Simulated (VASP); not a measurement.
# Ca2Al2O (P-3m1) in VASP: notebook

Ca2Al2O is run at these levels: PBE; tasks: single point.

Program: VASP 6.6.1. These are calculated values, not measurements. Logs are shortened: lines on timing, memory, paths and dates and some standing lists are left out, and cuts for length are marked.

### Step 1. The cell of the first run

It takes space group P-3m1 (No. 164, trigonal). The conventional cell has a = 3.769 Å, b = 3.769 Å, c = 6.655 Å, α = 90.00°, β = 90.00°, γ = 120.00°. Ca (site symmetry 3m) has 4 Al at 2.23 to 2.25 Å and 3 O at 2.91 Å within 3.0 Å. Within 3.0 Å of Al (site symmetry 3m) lie 4 Ca at 2.23 to 2.25 Å and 3 Al at 2.74 Å. O (site symmetry -3m) has 6 Ca at 2.91 Å and 6 Al at 3.31 Å and 6 O at 3.77 Å within 3.8 Å.

The cell was generated, and may not be a known phase.

### Step 2. Single point, PBE

The input, INCAR:

```
SYSTEM = Ca2Al2O
PREC = Accurate
ENCUT = 520
EDIFF = 1E-7
ISMEAR = 0
SIGMA = 0.1
LREAL = .FALSE.
LASPH = .TRUE.
NELM = 100
ALGO = Normal
ISIF = 2
LWAVE = .FALSE.
LCHARG = .FALSE.
GGA = PE
NBANDS = 24
```

The input, KPOINTS:

```
regular mesh
0
G
  6 6 4
  0 0 0
```

The input, POSCAR:

```
Ca2Al2O
1.0
    3.7691836500      0.0000000000      0.0000000000
   -1.8845918300      3.2642087900      0.0000000000
    0.0000000000      0.0000000000      6.6553722000
Ca Al O
2 2 1
Direct
    0.3333333300      0.6666666700      0.2107614700
    0.6666666700      0.3333333300      0.7892385300
    0.3333333300      0.6666666700      0.8751271400
    0.6666666700      0.3333333300      0.1248728600
    0.0000000000      0.0000000000      0.5000000000
```

Potentials or basis: VASP PAW PBE potentials, release 64 (Ca_sv, Al, O).

Started as:

```console
$ cat potpaw_PBE.64/Ca_sv/POTCAR potpaw_PBE.64/Al/POTCAR potpaw_PBE.64/O/POTCAR > POTCAR
$ mpirun -np 1 vasp_std > vasp.out
```

OUTCAR:

```text
SYSTEM = Ca2Al2O
   PREC = Accurate
   ENCUT = 520
   EDIFF = 1E-7
   ISMEAR = 0
   LREAL = .FALSE.
   LASPH = .TRUE.
   NELM = 100
   ISIF = 2
   GGA = PE

 ion  position               nearest neighbor table
   1  0.333  0.667  0.211-   3 2.23   4 2.25   4 2.25   4 2.25
   2  0.667  0.333  0.789-   4 2.23   3 2.25   3 2.25   3 2.25
   3  0.333  0.667  0.875-   1 2.23   2 2.25   2 2.25   2 2.25   4 2.74   4 2.74   4 2.74
   4  0.667  0.333  0.125-   2 2.23   1 2.25   1 2.25   1 2.25   3 2.74   3 2.74   3 2.74
   5  0.000  0.000  0.500-

  LATTYP: Found a hexagonal cell.
 ALAT       =     3.7691836500
 C/A-ratio  =     1.7657330653

  Lattice vectors:

 A1 = (   3.7691836500,   0.0000000000,   0.0000000000)
 A2 = (  -1.8845918300,   3.2642087900,   0.0000000000)
 A3 = (   0.0000000000,   0.0000000000,   6.6553722000)

Analysis of symmetry for initial positions (statically):
=====================================================================
 Subroutine PRICEL returns:
 Original cell was already a primitive cell.

 Routine SETGRP: Setting up the symmetry group for a
 hexagonal supercell.

 Subroutine GETGRP returns: Found 12 space group operations
 (whereof 12 operations were pure point group operations)
 out of a pool of 24 trial point group operations.

The static configuration has the point symmetry D_3d.

Analysis of symmetry for dynamics (positions and initial velocities):
=====================================================================
 Subroutine PRICEL returns:
 Original cell was already a primitive cell.

 Routine SETGRP: Setting up the symmetry group for a
 hexagonal supercell.

 Subroutine GETGRP returns: Found 12 space group operations
 (whereof 12 operations were pure point group operations)
 out of a pool of 24 trial point group operations.

The dynamic configuration has the point symmetry D_3d.

 Subroutine INISYM returns: Found 12 space group operations
 (whereof 12 operations are pure point group operations),
 and found     1 'primitive' translations

----------------------------------------------------------------------------------------

                                     Primitive cell

  volume of cell :      81.8837

  direct lattice vectors                    reciprocal lattice vectors
     3.769183650  0.000000000  0.000000000     0.265309439  0.153176477  0.000000000
    -1.884591830  3.264208790  0.000000000     0.000000000  0.306352952  0.000000000
     0.000000000  0.000000000  6.655372200     0.000000000  0.000000000  0.150254557

  length of vectors
     3.769183650  3.769183650  6.655372200     0.306352952  0.306352952  0.150254557

  position of ions in fractional coordinates (direct lattice)
     0.333333330  0.666666670  0.210761470
     0.666666670  0.333333330  0.789238530
     0.333333330  0.666666670  0.875127140
     0.666666670  0.333333330  0.124872860
     0.000000000  0.000000000  0.500000000

  ion indices of the primitive-cell ions
   primitive index   ion index
                 1           1
                 2           2
                 3           3
                 4           4
                 5           5

----------------------------------------------------------------------------------------

 KPOINTS: regular mesh

Automatic generation of k-mesh.
 Grid dimensions read from file:
 generate k-points for:    6    6    4

 Generating k-lattice:

  Cartesian coordinates                     Fractional coordinates (reciprocal lattice)
     0.044218240  0.025529413  0.000000000     0.166666667  0.000000000  0.000000000
     0.000000000  0.051058825  0.000000000     0.000000000  0.166666667  0.000000000
     0.000000000  0.000000000  0.037563639     0.000000000  0.000000000  0.250000000

  Length of vectors
     0.051058825  0.051058825  0.037563639

  Shift w.r.t. Gamma in fractional coordinates (k-lattice)
     0.000000000  0.000000000  0.000000000

 Subroutine IBZKPT returns following result:
 ===========================================

 Found     24 irreducible k-points:

 Following reciprocal coordinates:
            Coordinates               Weight
  0.000000  0.000000  0.000000      1.000000
  0.166667 -0.000000  0.000000      6.000000
  0.333333 -0.000000  0.000000      6.000000
  0.500000 -0.000000  0.000000      3.000000
  0.166667  0.166667  0.000000      6.000000
  0.333333  0.166667  0.000000     12.000000
[... 16 lines left out ...]
  0.333333  0.166667  0.500000     12.000000
  0.333333  0.333333  0.500000      2.000000
   k-points           NKPTS =     24   k-points in BZ     NKDIM =     24   number of bands    NBANDS=     24
   number of dos      NEDOS =    301   number of ions     NIONS =      5
   total plane-waves  NPLWV =  39200
   dimension x,y,z NGX =    28 NGY =   28 NGZ =   50
   dimension x,y,z NGXF=    56 NGYF=   56 NGZF=  100
   ions per type =               2   2   1
   NGX,Y,Z   is equivalent  to a cutoff of  12.35, 12.35, 12.49 a.u.
   NGXF,Y,Z  is equivalent  to a cutoff of  24.70, 24.70, 24.98 a.u.
 SYSTEM =  Ca2Al2O
   PREC   = accura    normal or accurate (medium, high low for compatibility)
   ISTART =      0    job   : 0-new  1-cont  2-samecut
   ICHARG =      2    charge: 1-file 2-atom 10-const
   ISPIN  =      1    spin polarized calculation?
   LNONCOLLINEAR =      F non collinear calculations
   LSORBIT =      F    spin-orbit coupling
   LASPH  =      T    aspherical Exc in radial PAW
   ENCUT  =  520.0 eV  38.22 Ry    6.18 a.u.   7.01  7.01 12.37*2*pi/ulx,y,z
   NELM   =    100;   NELMIN=  2; NELMDL= -5     # of ELM steps
   EDIFF  = 0.1E-06   stopping-criterion for ELM
   LREAL  =      F    real-space projection
   EDIFFG = 0.1E-05   stopping-criterion for IOM
   NSW    =      0    number of steps for IOM
   IBRION =     -1    ionic relax: 0-MD 1-quasi-New 2-CG
   NFREE  =      0    steps in history (QN), initial steepest desc. (CG)
   ISIF   =      2    stress and relaxation
   ISYM   =      2    0-nonsym 1-usesym 2-fastsym
   POTIM  = 0.5000    time-step for ionic-motion
   TEBEG  =    0.0;   TEEND  =   0.0 temperature during run
   PSTRESS=    0.0 pullay stress
   NELECT =      32.0000    total number of electrons
   NUPDOWN=      -1.0000    fix difference up-down
   EMIN   =  10.00;   EMAX   =-10.00  energy-range for DOS
   EFERMI =   0.00;   METHOD = LEGACY
   ISMEAR =     0;   SIGMA  =   0.10  broadening in eV -4-tet -1-fermi 0-gaus
   EFERMI_NEDOS =   21; number of points for ismear=-14 and -15
   IALGO  =     38    algorithm
   IMIX   =      4    mixing-type and parameters
     AMIX     =   0.40;   BMIX     =  1.00
     AMIX_MAG =   1.60;   BMIX_MAG =  1.00
  volume/ion in A,a.u.               =      16.38       110.52
  Fermi-wavevector in a.u.,A,eV,Ry     =   1.196903  2.261819 19.491391  1.432577
  Thomas-Fermi vector in A             =   2.332832
   LORBIT       =      0    0 simple, 1 ext, 2 COOP (PROOUT), +10 PAW based schemes
   GGA     = PE    functional components
   LHFCALC =     F    Hartree Fock is set to
   AEXX    =    0.0000 exact exchange contribution
   IVDW    =     0    specifies the selected vdW correction
   LEPSILON=     F    determine dielectric tensor
   LRPA    =     F    only Hartree local field effects (RPA)
 non-spin polarized calculation
 Gauss-broadening in eV      SIGMA  =   0.10
  energy-cutoff  :      520.00
  volume of cell :       81.88
 maximum number of plane-waves:      2229
   NGX = 13   NGY = 13   NGZ = 25

 number of electron      31.9999998 magnetization

 Free energy of the ion-electron system (eV)
  ---------------------------------------------------
  ext. energy  EPLUGINS =         0.00000000
  ---------------------------------------------------
  free energy    TOTEN  =        -4.90573116 eV

  energy without entropy =       -4.88727521  energy(sigma->0) =       -4.89650319

 E-fermi :   5.1402     XC(G=0): -10.0528

 val. band max:        5.1359701036   @ k =   0.1667  -0.0000   0.5000
 cond. band min:       5.1553479387   @ k =   0.1667  -0.0000   0.5000
 fundamental gap:      0.0193778351
 Fermi energy:         5.1402221495

 k-point     1 :       0.0000    0.0000    0.0000
  band No.  band energies     occupation
      1     -35.0236      2.00000
      2     -34.9756      2.00000
      3     -16.4195      2.00000
      4     -16.3400      2.00000
      5     -16.3400      2.00000
      6     -16.2752      2.00000
[... 16 lines left out ...]
     23       9.9017      0.00000
     24       9.9017      0.00000

 k-point     2 :       0.1667   -0.0000    0.0000
  band No.  band energies     occupation
      1     -35.0145      2.00000
      2     -34.9722      2.00000
      3     -16.4324      2.00000
      4     -16.4115      2.00000
      5     -16.3597      2.00000
      6     -16.3041      2.00000
[... 16 lines left out ...]
     23       9.9927      0.00000
     24      10.1706      0.00000

 k-point     3 :       0.3333   -0.0000    0.0000
  band No.  band energies     occupation
      1     -34.9946      2.00000
      2     -34.9670      2.00000
      3     -16.5671      2.00000
      4     -16.5248      2.00000
      5     -16.3969      2.00000
      6     -16.3037      2.00000
[... 16 lines left out ...]
     23       9.9801      0.00000
     24      10.1086      0.00000
[... 514 lines left out ...]
 k-point    23 :       0.3333    0.1667    0.5000
  band No.  band energies     occupation
      1     -34.9821      2.00000
      2     -34.9670      2.00000
      3     -16.5967      2.00000
      4     -16.5714      2.00000
      5     -16.4478      2.00000
      6     -16.3595      2.00000
[... 16 lines left out ...]
     23       9.8503      0.00000
     24      10.0018      0.00000

 k-point    24 :       0.3333    0.3333    0.5000
  band No.  band energies     occupation
      1     -34.9714      2.00000
      2     -34.9714      2.00000
      3     -16.5582      2.00000
      4     -16.5582      2.00000
      5     -16.5276      2.00000
      6     -16.4189      2.00000
[... 16 lines left out ...]
     23      10.1893      0.00000
     24      10.1893      0.00000

------------------------ aborting loop because EDIFF is reached ----------------------------------------

  FORCE on cell =-STRESS in cart. coord.  units (eV):
  Direction    XX          YY          ZZ          XY          YZ          ZX
  --------------------------------------------------------------------------------------
  -------------------------------------------------------------------------------------
  Total       30.2244920     30.2244920     14.8325274     -0.0000000      0.0000000      0.0000000
  in kB      591.3873308    591.3873299    290.2205530     -0.0000009      0.0000000      0.0000000
  external PRESSURE =     490.9984045 kB  Pullay stress =       0.0000000 kB

 VOLUME and BASIS-vectors are now :
 -----------------------------------------------------------------------------
  energy-cutoff  :      520.00
  volume of cell :       81.88
      direct lattice vectors                 reciprocal lattice vectors
     3.769183650  0.000000000  0.000000000     0.265309439  0.153176477  0.000000000
    -1.884591830  3.264208790  0.000000000     0.000000000  0.306352952  0.000000000
     0.000000000  0.000000000  6.655372200     0.000000000  0.000000000  0.150254557

 POSITION                                       TOTAL-FORCE (eV/Angst)
 -----------------------------------------------------------------------------------
     -0.00000      2.17614      1.40270         0.000000     -0.000000     11.090052
      1.88459      1.08807      5.25268        -0.000000      0.000000    -11.090052
     -0.00000      2.17614      5.82430         0.000000      0.000000      0.527787
      1.88459      1.08807      0.83108         0.000000     -0.000000     -0.527787
      0.00000      0.00000      3.32769         0.000000      0.000000     -0.000000
 -----------------------------------------------------------------------------------
    total drift:                                0.000000      0.000000      0.000000

  FREE ENERGIE OF THE ION-ELECTRON SYSTEM (eV)
  ---------------------------------------------------
  free  energy   TOTEN  =        -4.9057311581 eV

  energy  without entropy=       -4.8872752145  energy(sigma->0) =       -4.89650319
```

It took 59 s on 1 thread of Oxide Virtual Turin-like, shared host; peak memory 0.17 GiB.

What came out:

```
Free energy            : -4.9057 eV
Pressure               : 49.1 GPa
Largest force          : 11.090 eV/Å
Band gap on the k mesh : zero (bands 16 and 17 overlap by 0.71 eV)
```

Forces on the atoms (eV/Å):
```
Ca    0.000   0.000  11.090
Ca    0.000   0.000 -11.090
Al    0.000   0.000   0.528
Al    0.000   0.000  -0.528
O     0.000   0.000   0.000
```

Levels at points of the mesh, in eV from the Fermi level:
```
           k point  band 14  band 15  band 16  band 17  band 18  band 19
(0.00, 0.00, 0.00)    -0.96    -0.55    -0.09    -0.09     0.62     0.62
(0.50, 0.00, 0.00)    -2.14    -1.54    -0.22     0.62     1.57     2.29
(0.00, 0.00, 0.50)    -1.47     0.30     0.30     0.33     0.33     0.45
(0.50, 0.00, 0.50)    -1.47    -1.12    -0.31    -0.08     1.16     2.71
```

Caveat: the stress differs along the axes, from 29 to 59 GPa; forces of over 1 eV/Å act on the atoms, so gaps and moduli don't describe the material at rest.

### Step 3. Single point, PBE

This run uses another cell than the first one, of 20.06 Å³/atom.

The input, INCAR:

```
SYSTEM = Ca2Al2O
ALGO = Normal
EDIFF = 1E-6
ENCUT = 520
GGA = PE
ISIF = 2
ISMEAR = 0
LASPH = .True.
LCHARG = .True.
LELF = .True.
LREAL = .False.
LVHAR = .True.
LWAVE = .False.
NBANDS = 24
NELM = 80
PREC = Accurate
SIGMA = 0.1
```

The input, KPOINTS:

```
k-points
0
Gamma
  6 6 4
  0 0 0
```

The input, POSCAR:

```
Ca2Al2O
1.0
    3.4635646347      0.0000000027      0.0000000000
   -1.7317823196      2.9995349599      0.0000000000
    0.0000000000      0.0000000000      9.6544688238
Ca Al O
2 2 1
Direct
    0.3333333333      0.6666666667      0.3567649288
    0.6666666667      0.3333333333      0.6432350712
    0.3333333333      0.6666666667      0.9008092735
    0.6666666667      0.3333333333      0.0991907265
    0.0000000000      0.0000000000      0.5000000000
```

Potentials or basis: VASP PAW PBE potentials, release 64 (Ca_sv, Al, O).

Started as:

```console
$ cat potpaw_PBE.64/Ca_sv/POTCAR potpaw_PBE.64/Al/POTCAR potpaw_PBE.64/O/POTCAR > POTCAR
$ mpirun -np 1 vasp_std > vasp.out
```

OUTCAR:

```text
SYSTEM = Ca2Al2O
   EDIFF = 1E-6
   ENCUT = 520
   GGA = PE
   ISIF = 2
   ISMEAR = 0
   LASPH = .True.
   LREAL = .False.
   NELM = 80
   PREC = Accurate

 ion  position               nearest neighbor table
   1  0.333  0.667  0.357-   5 2.43   5 2.43   5 2.43   4 3.19   4 3.19   4 3.19
   2  0.667  0.333  0.643-   5 2.43   5 2.43   5 2.43   3 3.19   3 3.19   3 3.19
   3  0.333  0.667  0.901-   4 2.77   4 2.77   4 2.77   2 3.19   2 3.19   2 3.19
   4  0.667  0.333  0.099-   3 2.77   3 2.77   3 2.77   1 3.19   1 3.19   1 3.19
   5  0.000  0.000  0.500-   1 2.43   2 2.43   1 2.43   2 2.43   2 2.43   1 2.43
[... 851 lines left out ...]
  -------------------------------------------------------------------------------------
  Total        0.0117534      0.0117534      0.0323423      0.0000000     -0.0000000      0.0000000
  in kB        0.1877450      0.1877450      0.5166249      0.0000000     -0.0000000      0.0000000
  external PRESSURE =       0.2973717 kB  Pullay stress =       0.0000000 kB

 VOLUME and BASIS-vectors are now :
 -----------------------------------------------------------------------------
  energy-cutoff  :      520.00
  volume of cell :      100.30
      direct lattice vectors                 reciprocal lattice vectors
     3.463564635  0.000000003  0.000000000     0.288719890  0.166692506  0.000000000
    -1.731782320  2.999534960  0.000000000    -0.000000000  0.333385012  0.000000000
     0.000000000  0.000000000  9.654468824     0.000000000  0.000000000  0.103578977

 POSITION                                       TOTAL-FORCE (eV/Angst)
 -----------------------------------------------------------------------------------
     -0.00000      1.99969      3.44438         0.000000      0.000000     -0.047669
      1.73178      0.99984      6.21009        -0.000000     -0.000000      0.047669
     -0.00000      1.99969      8.69684        -0.000000     -0.000000     -0.009536
      1.73178      0.99984      0.95763        -0.000000      0.000000      0.009536
      0.00000      0.00000      4.82723        -0.000000      0.000000     -0.000000
 -----------------------------------------------------------------------------------
    total drift:                               -0.000000      0.000000      0.000000

  FREE ENERGIE OF THE ION-ELECTRON SYSTEM (eV)
  ---------------------------------------------------
  free  energy   TOTEN  =       -21.8364697194 eV

  energy  without entropy=      -21.8244548988  energy(sigma->0) =      -21.83046231
```

Wall time 2.2 min (1 thread of Oxide Virtual Turin-like, shared host); peak memory 0.21 GiB.

Results:

| Item | Value |
| --- | --- |
| Free energy | -21.8365 eV |
| Pressure | 0.0 GPa |
| Largest force | 0.048 eV/Å |
| Band gap on the k mesh | zero (bands 16 and 17 overlap by 2.38 eV) |

Forces in eV/Å, atoms in the order of the input:
```
Ca   0.000  0.000 -0.048
Ca   0.000  0.000  0.048
Al   0.000  0.000 -0.010
Al   0.000  0.000  0.010
O    0.000  0.000  0.000
```

The gap in the log of VASP goes by the Fermi energy; the results here count the filled bands.